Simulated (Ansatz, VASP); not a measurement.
Two plane-wave programs on CdS

The input INCAR:

```
SYSTEM = CdS
  ALGO = Normal
  EDIFF = 1E-7
  ENCUT = 520
  GGA = PS
  ISIF = 2
  ISMEAR = 0
  LASPH = .True.
  LCHARG = .False.
  LREAL = .False.
  LWAVE = .False.
  NBANDS = 26
  NELM = 60
  PREC = Accurate
  SIGMA = 0.01
```

The input KPOINTS:

```
k-points
0
Gamma
  9 9 4
  0 0 0
```

File POSCAR:

```
CdS
1.0
    4.1245340297      0.0000000000      0.0000000000
   -2.0622670149      3.5719512485      0.0000000000
    0.0000000000      0.0000000000      6.7092066191
Cd S
2 2
Direct
    0.3333333333      0.6666666667     -0.0368285444
    0.6666666667      0.3333333333      0.4631714556
    0.3333333333      0.6666666667      0.4138285444
    0.6666666667      0.3333333333      0.9138285444
```

Input for Ansatz:

```yaml
crystal:
  lattice:
    - [4.1245340297, 0.0, 0.0]
    - [-2.0622670149, 3.5719512485, 0.0]
    - [0.0, 0.0, 6.7092066191]
  atoms:
    - { symbol: Cd, position: [0.3333333333, 0.6666666667, -0.0368285444] }
    - { symbol: Cd, position: [0.6666666667, 0.3333333333, 0.4631714556] }
    - { symbol: S, position: [0.3333333333, 0.6666666667, 0.4138285444] }
    - { symbol: S, position: [0.6666666667, 0.3333333333, 0.9138285444] }
basis:
  ecutwfc: 420
  xc_grid: 2
kpoints:
  mp_grid: { grid: [9, 9, 4] }
hamiltonian:
  xc: pbesol
  pseudopotentials: { kind: paw, azcp: { folder: soft_1 } }
scf:
  occupations: { method: fixed }
output:
  forces: true
  stress: true
  eigenvalues: true
  polarization: {}
```

Change from the starting cell: polar distortion scaled by 0.40.

Alike in both runs: task single point; functional PBEsol; k mesh 9 × 9 × 4; no spin polarisation.

|  | VASP | Ansatz |
| --- | --- | --- |
| version | VASP 6.6.1 | Ansatz 0.2.0 |
| potentials or method | VASP PAW PBE potentials, release 64 (Cd, S), cutoff 520 eV | scalar-relativistic, plane waves, PAW |
| occupations | gaussian, width 0.01 eV | fixed |
| valence electrons in the cell | 36 | 52 |

Ansatz gave:

* gap on the k mesh at the Fermi level (eV): 1.31
* least direct gap on the mesh (eV): 1.31
* pressure (GPa): 2.8
* traceless stress, the component that is largest in VASP (GPa): -5.97
* rms of the force components (eV/Å): 0.346

Task: Which values does VASP return?

Result: gap on the k mesh at the Fermi level (eV): 1.32; least direct gap on the mesh (eV): 1.32; pressure (GPa): 3.3; traceless stress, the component that is largest in VASP (GPa): -6.31; rms of the force components (eV/Å): 0.358.

VASP's potentials were made for PBE, not for PBEsol, and Ansatz warns of the same on its side. Atom by atom the forces differ by 0.012 eV/Å (rms over components). VASP's potentials hold 36 valence electrons a cell and Ansatz's 52, so a difference there can come from the potentials and not from the codes.
